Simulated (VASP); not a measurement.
# Al16Cu in VASP: a series of runs

Al16Cu is run at these levels: PBE+D3(BJ); tasks: single point.

Program: VASP 6.6.1. These are calculated values, not measurements. Logs are shortened: lines on timing, memory, paths and dates and some standing lists are left out, and cuts for length are marked.

### 1 The cell of the first run

The cell holds a slab with vacuum, 17 atoms: a = 5.632 Å, b = 7.965 Å, c = 21.229 Å, α = 90.00°, β = 90.00°, γ = 90.00°.

### 2 Single point, PBE+D3(BJ)

Input file INCAR:

```
SYSTEM = Al16Cu
  PREC = Accurate
  ENCUT = 520
  EDIFF = 1E-7
  ISMEAR = 0
  SIGMA = 0.1
  LREAL = Auto
  LASPH = .True.
  NELM = 60
  ALGO = Normal
  ISIF = 2
  LWAVE = .False.
  LCHARG = .True.
  LDIPOL = .True.
  IDIPOL = 3
  DIPOL = 0.5 0.5 0.303
  GGA = PE
  IVDW = 12
  LELF = .True.
  LVHAR = .True.
  LVACPOTAV = .True.
  NBANDS = 44
```

Input file KPOINTS:

```
Automatic mesh
0
Gamma
  5 4 1
  0 0 0
```

Input file POSCAR:

```
Al16Cu
1.0
    5.6324246412      0.0000000000      0.0000000000
    0.0000000000      7.9654513166      0.0000000000
    0.0000000000      0.0000000000     21.2293510975
Al Cu
16 1
Direct
    0.2500000000      0.2500000000      0.1884183827
    0.2500000000      0.7500000000      0.1884183827
    0.7500000000      0.2500000000      0.1884183827
    0.7500000000      0.7500000000      0.1884183827
    0.0000000000      0.0000000000      0.2547466541
    0.0000000000      0.5000000000      0.2547466541
    0.5000000000      0.0000000000      0.2547466541
    0.5000000000      0.5000000000      0.2547466541
    0.2500000000      0.2500000000      0.3240951258
    0.2500000000      0.7500000000      0.3240951258
    0.7500000000      0.2500000000      0.3240951258
    0.7500000000      0.7500000000      0.3240951258
    0.0000000000      0.0000000000      0.3876402562
    0.0000000000      0.5000000000      0.3876402562
    0.5000000000      0.0000000000      0.3876402562
    0.5000000000      0.5000000000      0.3876402562
    0.0000000000      0.0625000000      0.5289540432
```

Potentials or basis: VASP PAW PBE potentials, release 64 (Al, Cu).

Started as:

```console
$ cat potpaw_PBE.64/Al/POTCAR potpaw_PBE.64/Cu/POTCAR > POTCAR
$ mpirun -np 1 vasp_std > vasp.out
```

OUTCAR:

```text
SYSTEM = Al16Cu
   PREC = Accurate
   ENCUT = 520
   EDIFF = 1E-7
   ISMEAR = 0
   LREAL = Auto
   LASPH = .True.
   NELM = 60
   ISIF = 2
   GGA = PE
   IVDW = 12
 IVDW          = 12

 ion  position               nearest neighbor table
   1  0.250  0.250  0.188-   3 2.82   3 2.82   6 2.82   7 2.82   8 2.82   5 2.82   9 2.88
   2  0.250  0.750  0.188-   4 2.82   4 2.82   6 2.82   7 2.82   8 2.82   5 2.82  10 2.88
   3  0.750  0.250  0.188-   1 2.82   1 2.82   6 2.82   7 2.82   8 2.82   5 2.82  11 2.88
   4  0.750  0.750  0.188-   2 2.82   2 2.82   6 2.82   7 2.82   8 2.82   5 2.82  12 2.88
   5  0.000  0.000  0.255-   7 2.82   7 2.82   3 2.82   4 2.82   1 2.82   2 2.82  13 2.82  11 2.85
                            12 2.85   9 2.85  10 2.85
   6  0.000  0.500  0.255-   8 2.82   8 2.82   3 2.82   4 2.82   1 2.82   2 2.82  14 2.82  11 2.85
                            12 2.85   9 2.85  10 2.85
   7  0.500  0.000  0.255-   5 2.82   5 2.82   3 2.82   4 2.82   1 2.82   2 2.82  15 2.82  11 2.85
                            12 2.85   9 2.85  10 2.85
   8  0.500  0.500  0.255-   6 2.82   6 2.82   3 2.82   4 2.82   1 2.82   2 2.82  16 2.82  11 2.85
                            12 2.85   9 2.85  10 2.85
   9  0.250  0.250  0.324-  13 2.79  14 2.79  15 2.79  16 2.79  11 2.82  11 2.82   7 2.85   8 2.85
                             5 2.85   6 2.85   1 2.88
  10  0.250  0.750  0.324-  13 2.79  14 2.79  15 2.79  16 2.79  12 2.82  12 2.82   7 2.85   8 2.85
                             5 2.85   6 2.85   2 2.88
  11  0.750  0.250  0.324-  13 2.79  14 2.79  15 2.79  16 2.79   9 2.82   9 2.82   7 2.85   8 2.85
[... 5 lines left out ...]
  14  0.000  0.500  0.388-   9 2.79  10 2.79  11 2.79  12 2.79  16 2.82  16 2.82   6 2.82
  15  0.500  0.000  0.388-   9 2.79  10 2.79  11 2.79  12 2.79  13 2.82  13 2.82   7 2.82
  16  0.500  0.500  0.388-   9 2.79  10 2.79  11 2.79  12 2.79  14 2.82  14 2.82   8 2.82
  17  0.000  0.062  0.529-  13 3.04

  LATTYP: Found a simple orthorhombic cell.
 ALAT       =     5.6324246412
 B/A-ratio  =     1.4142135624
 C/A-ratio  =     3.7691318482

  Lattice vectors:

 A1 = (   5.6324246412,   0.0000000000,   0.0000000000)
 A2 = (   0.0000000000,   7.9654513166,   0.0000000000)
 A3 = (   0.0000000000,   0.0000000000,  21.2293510975)

Analysis of symmetry for initial positions (statically):
=====================================================================
 Subroutine PRICEL returns:
 Original cell was already a primitive cell.

 Routine SETGRP: Setting up the symmetry group for a
 simple orthorhombic supercell.

 Subroutine GETGRP returns: Found  2 space group operations
 (whereof  2 operations were pure point group operations)
 out of a pool of  8 trial point group operations.

The static configuration has the point symmetry C_1h.

Analysis of symmetry for dynamics (positions and initial velocities):
=====================================================================
 Subroutine PRICEL returns:
 Original cell was already a primitive cell.

 Routine SETGRP: Setting up the symmetry group for a
 simple orthorhombic supercell.

 Subroutine GETGRP returns: Found  2 space group operations
 (whereof  2 operations were pure point group operations)
 out of a pool of  8 trial point group operations.

The dynamic configuration has the point symmetry C_1h.

 Subroutine INISYM returns: Found  2 space group operations
 (whereof  2 operations are pure point group operations),
 and found     1 'primitive' translations

----------------------------------------------------------------------------------------

                                     Primitive cell

  volume of cell :     952.4507

  direct lattice vectors                    reciprocal lattice vectors
     5.632424641  0.000000000  0.000000000     0.177543432  0.000000000  0.000000000
     0.000000000  7.965451317  0.000000000     0.000000000  0.125542165  0.000000000
     0.000000000  0.000000000 21.229351098     0.000000000  0.000000000  0.047104596

  length of vectors
     5.632424641  7.965451317 21.229351098     0.177543432  0.125542165  0.047104596

  position of ions in fractional coordinates (direct lattice)
     0.250000000  0.250000000  0.188418383
     0.250000000  0.750000000  0.188418383
     0.750000000  0.250000000  0.188418383
     0.750000000  0.750000000  0.188418383
     0.000000000  0.000000000  0.254746654
     0.000000000  0.500000000  0.254746654
[... 9 lines left out ...]
     0.500000000  0.500000000  0.387640256
     0.000000000  0.062500000  0.528954043

  ion indices of the primitive-cell ions
   primitive index   ion index
                 1           1
                 2           2
                 3           3
                 4           4
                 5           5
                 6           6
[... 9 lines left out ...]
                16          16
                17          17

----------------------------------------------------------------------------------------

 KPOINTS: Automatic mesh

Automatic generation of k-mesh.
 Grid dimensions read from file:
 generate k-points for:    5    4    1

 Generating k-lattice:

  Cartesian coordinates                     Fractional coordinates (reciprocal lattice)
     0.035508686  0.000000000  0.000000000     0.200000000  0.000000000  0.000000000
     0.000000000  0.031385541  0.000000000     0.000000000  0.250000000  0.000000000
     0.000000000  0.000000000  0.047104596     0.000000000  0.000000000  1.000000000

  Length of vectors
     0.035508686  0.031385541  0.047104596

  Shift w.r.t. Gamma in fractional coordinates (k-lattice)
     0.000000000  0.000000000  0.000000000

 Subroutine IBZKPT returns following result:
 ===========================================

 Found      9 irreducible k-points:

 Following reciprocal coordinates:
            Coordinates               Weight
  0.000000  0.000000  0.000000      1.000000
  0.200000  0.000000  0.000000      2.000000
  0.400000  0.000000  0.000000      2.000000
  0.000000  0.250000  0.000000      2.000000
  0.200000  0.250000  0.000000      4.000000
  0.400000  0.250000  0.000000      4.000000
  0.000000  0.500000  0.000000      1.000000
  0.200000  0.500000  0.000000      2.000000
  0.400000  0.500000  0.000000      2.000000
   k-points           NKPTS =      9   k-points in BZ     NKDIM =      9   number of bands    NBANDS=     44
   number of dos      NEDOS =    301   number of ions     NIONS =     17
   total plane-waves  NPLWV = 403200
   dimension x,y,z NGX =    42 NGY =   60 NGZ =  160
   dimension x,y,z NGXF=    84 NGYF=  120 NGZF=  320
   ions per type =              16   1
   NGX,Y,Z   is equivalent  to a cutoff of  12.40, 12.52, 12.53 a.u.
   NGXF,Y,Z  is equivalent  to a cutoff of  24.79, 25.05, 25.06 a.u.
 SYSTEM =  Al16Cu
   PREC   = accura    normal or accurate (medium, high low for compatibility)
   ISTART =      0    job   : 0-new  1-cont  2-samecut
   ICHARG =      2    charge: 1-file 2-atom 10-const
   ISPIN  =      1    spin polarized calculation?
   LNONCOLLINEAR =      F non collinear calculations
   LSORBIT =      F    spin-orbit coupling
   LASPH  =      T    aspherical Exc in radial PAW
   ENCUT  =  520.0 eV  38.22 Ry    6.18 a.u.  10.47 14.81 39.47*2*pi/ulx,y,z
   NELM   =     60;   NELMIN=  2; NELMDL= -5     # of ELM steps
   EDIFF  = 0.1E-06   stopping-criterion for ELM
   LREAL  =      T    real-space projection
   EDIFFG = 0.1E-05   stopping-criterion for IOM
   NSW    =      0    number of steps for IOM
   IBRION =     -1    ionic relax: 0-MD 1-quasi-New 2-CG
   NFREE  =      0    steps in history (QN), initial steepest desc. (CG)
   ISIF   =      2    stress and relaxation
   ISYM   =      2    0-nonsym 1-usesym 2-fastsym
   POTIM  = 0.5000    time-step for ionic-motion
   TEBEG  =    0.0;   TEEND  =   0.0 temperature during run
   PSTRESS=    0.0 pullay stress
   NELECT =      59.0000    total number of electrons
   NUPDOWN=      -1.0000    fix difference up-down
   EMIN   =  10.00;   EMAX   =-10.00  energy-range for DOS
   EFERMI =   0.00;   METHOD = LEGACY
   ISMEAR =     0;   SIGMA  =   0.10  broadening in eV -4-tet -1-fermi 0-gaus
   EFERMI_NEDOS =   21; number of points for ismear=-14 and -15
   IALGO  =     38    algorithm
   IMIX   =      4    mixing-type and parameters
     AMIX     =   0.40;   BMIX     =  1.00
     AMIX_MAG =   1.60;   BMIX_MAG =  1.00
  volume/ion in A,a.u.               =      56.03       378.09
  Fermi-wavevector in a.u.,A,eV,Ry     =   0.647756  1.224081  5.708836  0.419588
  Thomas-Fermi vector in A             =   1.716167
   LORBIT       =      0    0 simple, 1 ext, 2 COOP (PROOUT), +10 PAW based schemes
   GGA     = PE    functional components
   LHFCALC =     F    Hartree Fock is set to
   AEXX    =    0.0000 exact exchange contribution
   IVDW    =    12    specifies the selected vdW correction
   LEPSILON=     F    determine dielectric tensor
   LRPA    =     F    only Hartree local field effects (RPA)
 non-spin polarized calculation
 Gauss-broadening in eV      SIGMA  =   0.10
  energy-cutoff  :      520.00
  volume of cell :      952.45
 maximum number of plane-waves:     25710
 NGX is ok and might be reduce to    42
   NGX = 21   NGY = 29   NGZ = 79

 dipolmoment           0.000000      0.000000     -0.001647 electrons x Angstroem

 number of electron      58.9999994 magnetization

 dipolmoment           0.000000      0.000000      0.040891 electrons x Angstroem

 Free energy of the ion-electron system (eV)
  ---------------------------------------------------
  ext. energy  EPLUGINS =         0.00000000
  ---------------------------------------------------
  free energy    TOTEN  =       -56.03528314 eV

  energy without entropy =      -55.98188139  energy(sigma->0) =      -56.00858227

 E-fermi :  -0.5717     XC(G=0):  -4.1271

 val. band max:       -0.5751726120   @ k =   0.2000   0.2500   0.0000
 cond. band min:      -0.5393375198   @ k =   0.4000   0.5000   0.0000
 fundamental gap:      0.0358350922
 Fermi energy:        -0.5716778832

 k-point     1 :       0.0000    0.0000    0.0000
  band No.  band energies     occupation
      1     -11.0237      2.00000
      2      -8.7701      2.00000
      3      -8.7189      2.00000
      4      -8.5761      2.00000
      5      -6.4836      2.00000
      6      -6.4501      2.00000
[... 385 lines left out ...]
     40       1.9711      0.00000
     41       2.0327      0.00000
 [bands above 41 left out]

------------------------ aborting loop because EDIFF is reached ----------------------------------------

 Edisp (eV)   -3.56516

 E8    (eV) :    -1.6663

  FORCE on cell =-STRESS in cart. coord.  units (eV):
  Direction    XX          YY          ZZ          XY          YZ          ZX
  --------------------------------------------------------------------------------------
  -------------------------------------------------------------------------------------
  Total     -11.09011    -3.57225    -5.08615     0.00000    -0.38354     0.00000
  in kB     -18.65537    -6.00911    -8.55574     0.00000    -0.64518     0.00000
  external pressure =      -11.07 kB  Pullay stress =        0.00 kB

 VOLUME and BASIS-vectors are now :
 -----------------------------------------------------------------------------
  energy-cutoff  :      520.00
  volume of cell :      952.45
      direct lattice vectors                 reciprocal lattice vectors
     5.632424641  0.000000000  0.000000000     0.177543432  0.000000000  0.000000000
     0.000000000  7.965451317  0.000000000     0.000000000  0.125542165  0.000000000
     0.000000000  0.000000000 21.229351098     0.000000000  0.000000000  0.047104596

 POSITION                                       TOTAL-FORCE (eV/Angst)
 -----------------------------------------------------------------------------------
      1.40811      1.99136      4.00000        -0.019209     -0.001072      0.176128
      1.40811      5.97409      4.00000         0.016125     -0.009316      0.162230
      4.22432      1.99136      4.00000         0.019209     -0.001072      0.176128
      4.22432      5.97409      4.00000        -0.016125     -0.009316      0.162230
      0.00000      0.00000      5.40811         0.000000      0.008565     -0.174514
      0.00000      3.98273      5.40811         0.000000     -0.001821     -0.094388
[... 9 lines left out ...]
      2.81621      3.98273      8.22935         0.000000      0.000834     -0.014315
      0.00000      0.49784     11.22935         0.000000     -0.140543     -1.217472
 -----------------------------------------------------------------------------------
    total drift:                                0.000000      0.000111     -0.002876

  FREE ENERGIE OF THE ION-ELECTRON SYSTEM (eV)
  ---------------------------------------------------
  free  energy   TOTEN  =       -59.6004428576 eV

  energy  without entropy=      -59.5470411084  energy(sigma->0) =      -59.57374198

 vacuum level on the upper side and lower side of the slab         3.650         3.485
```

It took 13 min on 1 thread of Intel Xeon 6975P-C (Granite Rapids), shared host; peak memory 0.88 GiB.

Results:

```
Free energy                : -59.6004 eV
Largest force              : 1.226 eV/Å
Band gap on the k mesh     : zero (an odd number of electrons rules out a gap without spin polarisation)
Dispersion energy per atom : -0.210 eV
```

Forces on the atoms (eV/Å):
```
Al  -0.019 -0.001  0.176
Al   0.016 -0.009  0.162
Al   0.019 -0.001  0.176
Al  -0.016 -0.009  0.162
Al   0.000  0.009 -0.175
Al   0.000 -0.002 -0.094
Al   0.000 -0.013 -0.109
Al   0.000  0.013 -0.082
Al   0.045 -0.032 -0.056
Al   0.054  0.043 -0.031
Al  -0.045 -0.032 -0.056
Al  -0.054  0.043 -0.031
Al   0.000  0.176  1.102
Al   0.000 -0.042  0.059
Al   0.000 -0.003  0.028
Al   0.000  0.001 -0.014
Cu   0.000 -0.141 -1.217
```

Levels at points of the mesh, in eV from the Fermi level:
| k point | band 25 | band 26 | band 27 | band 28 | band 29 | band 30 | band 31 | band 32 | band 33 | band 34 |
| --- | --- | --- | --- | --- | --- | --- | --- | --- | --- | --- |
| (0.00, 0.00, 0.00) | -0.82 | -0.82 | -0.73 | -0.69 | -0.54 | -0.31 | -0.15 | 0.07 | 0.20 | 1.14 |
| (0.00, 0.50, 0.00) | -0.87 | -0.84 | -0.84 | -0.81 | -0.81 | -0.12 | 0.26 | 0.28 | 0.29 | 0.47 |

### 3 Single point, PBE+D3(BJ)

Input file INCAR:

```
ALGO = Normal
DIPOL = 0.5 0.5 0.303
EDIFF = 1E-6
ENCUT = 520
GGA = PE
IDIPOL = 3
ISIF = 2
ISMEAR = 0
IVDW = 12
LASPH = True
LCHARG = True
LDIPOL = True
LELF = True
LREAL = Auto
LVACPOTAV = True
LVHAR = True
LWAVE = False
NBANDS = 44
NELM = 60
PREC = Accurate
SIGMA = 0.1
```

Input file KPOINTS:

```
k-points
0
Gamma
  5 4 1
```

Edit POSCAR of step 2 so:

```diff
@@ -24,2 +24,2 @@
     0.5000000000      0.5000000000      0.3876402562
-    0.0000000000      0.0625000000      0.5289540432
+    0.0833333333      0.0000000000      0.5289540432
```

Potentials or basis: VASP PAW PBE potentials, release 64 (Al, Cu).

Started as:

```console
$ cat potpaw_PBE.64/Al/POTCAR potpaw_PBE.64/Cu/POTCAR > POTCAR
$ mpirun -np 1 vasp_std > vasp.out
```

It took 10 min on 1 thread of Intel Xeon 6975P-C (Granite Rapids), shared host; peak memory 0.87 GiB.

It converged, with:

| Item | Value |
| --- | --- |
| Free energy | -59.6171 eV |
| Largest force | 1.239 eV/Å |
| Band gap on the k mesh | zero (an odd number of electrons rules out a gap without spin polarisation) |
| Dispersion energy per atom | -0.210 eV |

Forces on the atoms (eV/Å):
```
Al   0.000 -0.002  0.173
Al   0.000  0.002  0.173
Al   0.009  0.008  0.169
Al   0.009 -0.008  0.169
Al  -0.064  0.000 -0.176
Al  -0.022  0.000 -0.090
Al   0.074  0.000 -0.117
Al   0.007  0.000 -0.081
Al   0.053 -0.029 -0.040
Al   0.053  0.029 -0.040
Al  -0.039 -0.047 -0.047
Al  -0.039  0.047 -0.047
Al   0.031  0.000  1.073
Al   0.003  0.000  0.037
Al   0.010  0.000  0.094
Al  -0.008  0.000 -0.011
Cu  -0.078  0.000 -1.237
```

Levels at points of the mesh, in eV from the Fermi level:
```tsv
k point	band 27	band 28	band 29	band 30	band 31	band 32
(0.00, 0.00, 0.00)	-0.74	-0.69	-0.53	-0.30	-0.14	0.05
(0.00, 0.50, 0.00)	-0.85	-0.84	-0.83	-0.10	0.26	0.28
```

The gap in the log of VASP goes by the Fermi energy; the results here count the filled bands.